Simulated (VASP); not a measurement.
## Rh: single point with r2SCAN

Rh:

```
Rh
1.0
     2.69174    0.00000    0.00000
    -1.34587    2.33112    0.00000
     0.00000    0.00000    8.79807
Rh
4
Direct
  0.66667 0.33333 0.75000
  0.00000 0.00000 0.50000
  0.33333 0.66667 0.25000
  0.00000 0.00000 0.00000
```

This isn't the form of Rh at room conditions, which is fcc.

```yaml
Program: VASP 6.6.1
Task: single point
Functional: r2SCAN
Potentials_or_basis: VASP PAW PBE potentials, release 64 (Rh_sv_GW)
Cutoff: 680 eV
k_mesh: 6 × 6 × 2
Occupations: fermi-dirac, width 0.05 eV
Spin: no spin polarisation
```

| Item | Value |
| --- | --- |
| Pressure | -0.5 GPa |
| Band gap on the k mesh | zero (bands 34 and 35 overlap by 2.10 eV) |

Stress tensor (GPa, compression positive):
```
 1.33  0.00  0.00
 0.00  1.33  0.00
 0.00  0.00 -4.31
```

Levels at points of the mesh, in eV from the Fermi level:
```tsv
k point	band 31	band 32	band 33	band 34	band 35	band 36	band 37	band 38
(0.00, 0.00, 0.00)	-2.60	-1.46	-1.46	-0.86	-0.86	-0.31	-0.31	0.48
(0.50, 0.00, 0.00)	0.65	0.66	0.76	0.94	0.95	0.95	1.48	2.55
(0.00, 0.00, 0.50)	-1.14	-1.14	-1.14	-1.14	-1.01	-1.01	0.12	0.12
(0.50, 0.00, 0.50)	-0.09	-0.09	0.69	0.69	0.92	0.92	3.11	3.11
```

Run time: 3.1 min on 1 thread of AMD EPYC 9R45 96-Core Processor (Zen 5) (shared host), peak memory 0.2 GiB.

Caveat: the k points lie up to 0.45 Å⁻¹ apart, too coarse for converged energies and pressures of a metal; the PAW data sets were made with another functional, which shifts forces and pressure a little.
